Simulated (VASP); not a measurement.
# HgPt (P4/mmm) in VASP: notebook, part 3 of 4

VASP 6.6.1. Earlier steps stand in the parts before.

## Step 5: Electric field gradients, LDA (16.41 Å³/atom)

This run uses another cell than the first one, of 16.41 Å³/atom.

INCAR

```
SYSTEM = HgPt
ALGO = Normal ; EDIFF = 1E-8
ENCUT = 400 ; GGA_COMPAT = .False.
ISIF = 2 ; ISMEAR = -1
LASPH = .True. ; LCHARG = .False.
LEFG = .True. ; LREAL = .False.
LWAVE = .False. ; NBANDS = 18
NELM = 120 ; PREC = Accurate
SIGMA = 0.05
```

KPOINTS

```
k-points
0
Gamma
  12 12 9
  0 0 0
```

POSCAR

```
HgPt
1.0
    2.9193125982      0.0000000000      0.0000000000
    0.0000000000      2.9193125982      0.0000000000
    0.0000000000      0.0000000000      3.8500433994
Hg Pt
1 1
Direct
    0.0000000000      0.0000000000      0.0000000000
    0.5000000000      0.5000000000      0.5000000000
```

Potentials or basis: VASP PAW LDA potentials, release 64 (Hg, Pt).

On the command line:

```sh
$ cat potpaw_LDA.64/Hg/POTCAR potpaw_LDA.64/Pt/POTCAR > POTCAR
$ mpirun -np 1 vasp_std > vasp.out
```

OUTCAR:

```text
SYSTEM = HgPt
   EDIFF = 1E-8
   ENCUT = 400
   ISIF = 2
   ISMEAR = -1
   LASPH = .True.
   LREAL = .False.
   NELM = 120
   PREC = Accurate

 ion  position               nearest neighbor table
   1  0.000  0.000  0.000-   2 2.82   2 2.82   2 2.82   2 2.82   2 2.82   2 2.82   2 2.82   2 2.82

   2  0.500  0.500  0.500-   1 2.82   1 2.82   1 2.82   1 2.82   1 2.82   1 2.82   1 2.82   1 2.82

  LATTYP: Found a simple tetragonal cell.
 ALAT       =     2.9193125982
 C/A-ratio  =     1.3188184786

  Lattice vectors:

 A1 = (   2.9193125982,   0.0000000000,   0.0000000000)
 A2 = (   0.0000000000,   2.9193125982,   0.0000000000)
 A3 = (   0.0000000000,   0.0000000000,   3.8500433994)

Analysis of symmetry for initial positions (statically):
=====================================================================
 Subroutine PRICEL returns:
 Original cell was already a primitive cell.

 Routine SETGRP: Setting up the symmetry group for a
 simple tetragonal supercell.

 Subroutine GETGRP returns: Found 16 space group operations
 (whereof 16 operations were pure point group operations)
 out of a pool of 16 trial point group operations.

The static configuration has the point symmetry D_4h.

Analysis of symmetry for dynamics (positions and initial velocities):
=====================================================================
 Subroutine PRICEL returns:
 Original cell was already a primitive cell.

 Routine SETGRP: Setting up the symmetry group for a
 simple tetragonal supercell.

 Subroutine GETGRP returns: Found 16 space group operations
 (whereof 16 operations were pure point group operations)
 out of a pool of 16 trial point group operations.

The dynamic configuration has the point symmetry D_4h.

 Subroutine INISYM returns: Found 16 space group operations
 (whereof 16 operations are pure point group operations),
 and found     1 'primitive' translations

----------------------------------------------------------------------------------------

                                     Primitive cell

  volume of cell :      32.8116

  direct lattice vectors                    reciprocal lattice vectors
     2.919312598  0.000000000  0.000000000     0.342546393  0.000000000  0.000000000
     0.000000000  2.919312598  0.000000000     0.000000000  0.342546393  0.000000000
     0.000000000  0.000000000  3.850043399     0.000000000  0.000000000  0.259737332

  length of vectors
     2.919312598  2.919312598  3.850043399     0.342546393  0.342546393  0.259737332

  position of ions in fractional coordinates (direct lattice)
     0.000000000  0.000000000  0.000000000
     0.500000000  0.500000000  0.500000000

  ion indices of the primitive-cell ions
   primitive index   ion index
                 1           1
                 2           2

----------------------------------------------------------------------------------------

 KPOINTS: k-points

Automatic generation of k-mesh.
 Grid dimensions read from file:
 generate k-points for:   12   12    9
[... 71 lines left out ...]
   ISYM   =      2    0-nonsym 1-usesym 2-fastsym
   POTIM  = 0.5000    time-step for ionic-motion
   TEBEG  =    0.0;   TEEND  =   0.0 temperature during run
   PSTRESS=    0.0 pullay stress
   NELECT =      22.0000    total number of electrons
   NUPDOWN=      -1.0000    fix difference up-down
   EMIN   =  10.00;   EMAX   =-10.00  energy-range for DOS
   EFERMI =   0.00;   METHOD = LEGACY
   ISMEAR =    -1;   SIGMA  =   0.05  broadening in eV -4-tet -1-fermi 0-gaus
   EFERMI_NEDOS =   21; number of points for ismear=-14 and -15
   IALGO  =     38    algorithm
   IMIX   =      4    mixing-type and parameters
     AMIX     =   0.40;   BMIX     =  1.00
     AMIX_MAG =   1.60;   BMIX_MAG =  1.00
  volume/ion in A,a.u.               =      16.41       110.71
  Fermi-wavevector in a.u.,A,eV,Ry     =   1.432870  2.707732 27.934344  2.053116
  Thomas-Fermi vector in A             =   2.552450
   LORBIT       =      0    0 simple, 1 ext, 2 COOP (PROOUT), +10 PAW based schemes
   GGA     = CA    functional components
   LHFCALC =     F    Hartree Fock is set to
   AEXX    =    0.0000 exact exchange contribution
   IVDW    =     0    specifies the selected vdW correction
   LEPSILON=     F    determine dielectric tensor
   LRPA    =     F    only Hartree local field effects (RPA)
 non-spin polarized calculation
  energy-cutoff  :      400.00
  volume of cell :       32.81
 maximum number of plane-waves:       609
 NGX is ok and might be reduce to    20
   NGX =  9   NGY =  9   NGZ = 13

 number of electron      21.9999995 magnetization

 Free energy of the ion-electron system (eV)
  ---------------------------------------------------
  ext. energy  EPLUGINS =         0.00000000
  ---------------------------------------------------
  free energy    TOTEN  =        -8.51373287 eV

  energy without entropy =       -8.50929707  energy(sigma->0) =       -8.51151497

 E-fermi :   7.7567     XC(G=0): -13.1994

 val. band max:        7.7381042023   @ k =   0.0833   0.0833   0.2222
 cond. band min:       7.8207876116   @ k =   0.4167   0.2500   0.3333
 fundamental gap:      0.0826834093
 Fermi energy:         7.7567006186

 k-point     1 :       0.0000    0.0000    0.0000
  band No.  band energies     occupation
      1      -3.2446      2.00000
      2      -1.3265      2.00000
      3      -1.1161      2.00000
      4       0.5583      2.00000
      5       0.5583      2.00000
      6       1.2937      2.00000
[... 481 lines left out ...]
      5       1.2243      2.00000
      6       3.2173      2.00000
[... 10 lines left out ...]
     17      19.2996      0.00000
     18      19.4780      0.00000

 [... further k-points ...]

------------------------ aborting loop because EDIFF is reached ----------------------------------------

  FORCE on cell =-STRESS in cart. coord.  units (eV):
  Direction    XX          YY          ZZ          XY          YZ          ZX
  --------------------------------------------------------------------------------------
  -------------------------------------------------------------------------------------
  Total        1.3434562      1.3434562      1.2599280      0.0000000      0.0000000      0.0000000
  in kB       65.6005165     65.6005165     61.5218656      0.0000000      0.0000000      0.0000000
  external PRESSURE =      64.2409662 kB  Pullay stress =       0.0000000 kB

 VOLUME and BASIS-vectors are now :
 -----------------------------------------------------------------------------
  energy-cutoff  :      400.00
  volume of cell :       32.81
      direct lattice vectors                 reciprocal lattice vectors
     2.919312598  0.000000000  0.000000000     0.342546393  0.000000000  0.000000000
     0.000000000  2.919312598  0.000000000     0.000000000  0.342546393  0.000000000
     0.000000000  0.000000000  3.850043399     0.000000000  0.000000000  0.259737332

 POSITION                                       TOTAL-FORCE (eV/Angst)
 -----------------------------------------------------------------------------------
      0.00000      0.00000      0.00000         0.000000      0.000000      0.000000
      1.45966      1.45966      1.92502         0.000000      0.000000      0.000000
 -----------------------------------------------------------------------------------
    total drift:                               -0.000000      0.000000      0.000000

  FREE ENERGIE OF THE ION-ELECTRON SYSTEM (eV)
  ---------------------------------------------------
  free  energy   TOTEN  =        -8.5137328728 eV

  energy  without entropy=       -8.5092970748  energy(sigma->0) =       -8.51151497

 Electric field gradients (V/A^2)
---------------------------------------------------------------------
 ion       V_xx      V_yy      V_zz      V_xy      V_xz      V_yz
---------------------------------------------------------------------
   1      53.219    53.219  -106.439     0.000    -0.000     0.000
   2     -54.214   -54.214   108.427     0.000    -0.000     0.000
---------------------------------------------------------------------

 Electric field gradients after diagonalization (V/A^2)
 (convention: |V_zz| > |V_xx| > |V_yy|)
----------------------------------------------------------------------
 ion       V_xx      V_yy      V_zz     asymmetry (V_yy - V_xx)/ V_zz
----------------------------------------------------------------------
   1      53.219    53.219  -106.439       0.000
   2     -54.214   -54.214   108.427       0.000
----------------------------------------------------------------------

           NMR quadrupolar parameters

 Cq : quadrupolar parameter    Cq=e*Q*V_zz/h
 eta: asymmetry parameters     (V_yy - V_xx)/ V_zz
 Q  : nuclear electric quadrupole moment in mb (millibarn)
----------------------------------------------------------------------
 ion       Cq(MHz)       eta       Q (mb)
----------------------------------------------------------------------
   1      -0.257       0.000       1.000
   2       0.262       0.000       1.000
----------------------------------------------------------------------
```

OSZICAR:

```text
N       E                     dE             d eps       ncg     rms          rms(c)
DAV:   1     0.123692588763E+03    0.12369E+03   -0.10223E+04  5296   0.986E+02
DAV:   2    -0.639939392621E+01   -0.13009E+03   -0.12397E+03  5294   0.266E+02
DAV:   3    -0.890204584226E+01   -0.25027E+01   -0.24930E+01  5900   0.404E+01
DAV:   4    -0.891082749095E+01   -0.87816E-02   -0.87805E-02  5532   0.224E+00
DAV:   5    -0.891090814803E+01   -0.80657E-04   -0.80656E-04  5650   0.237E-01    0.153E+01
DAV:   6    -0.857738809907E+01    0.33352E+00   -0.44528E-01  5884   0.104E+01    0.102E+01
DAV:   7    -0.852082119983E+01    0.56567E-01   -0.22250E-01  5576   0.399E+00    0.206E+00
DAV:   8    -0.851442262438E+01    0.63986E-02   -0.31845E-02  5354   0.150E+00    0.581E-01
DAV:   9    -0.851376057966E+01    0.66204E-03   -0.25379E-03  5422   0.736E-01    0.139E-01
DAV:  10    -0.851373758268E+01    0.22997E-04   -0.14554E-04  5530   0.927E-02    0.548E-02
DAV:  11    -0.851373294315E+01    0.46395E-05   -0.15433E-05  5436   0.371E-02    0.506E-03
DAV:  12    -0.851373287979E+01    0.63366E-07   -0.10740E-06  5614   0.128E-02    0.625E-03
DAV:  13    -0.851373287282E+01    0.69633E-08   -0.88697E-08  5916   0.421E-03
   1 F= -.85137329E+01 E0= -.85115150E+01  d E =-.443580E-02
```

Wall time 30 s (1 thread of AMD EPYC 9R45 (Zen 5), shared host); peak memory 0.14 GiB.

Results:

| Quantity | Value |
| --- | --- |
| Free energy | -8.5137 eV |
| Pressure | 6.4 GPa |
| Band gap on the k mesh | zero (bands 11 and 12 overlap by 3.73 eV) |
| Largest electric field gradient by atom | Hg -106.4; Pt +108.4 V/Å² |

Electric field gradients, principal values (V/Å²):
| atom | least | middle | greatest (by size) |
| --- | --- | --- | --- |
| 1 Hg | 53.219 | 53.219 | -106.439 |
| 2 Pt | -54.214 | -54.214 | 108.427 |

Caveat: the cell stands under pressure; without QUAD_EFG the Cq values of the log hold for a quadrupole moment of 1 mb, not for the nuclei; spin-orbit coupling is left out, which moves the levels of the heavy elements.

(Part 3 of 4 ends here.)
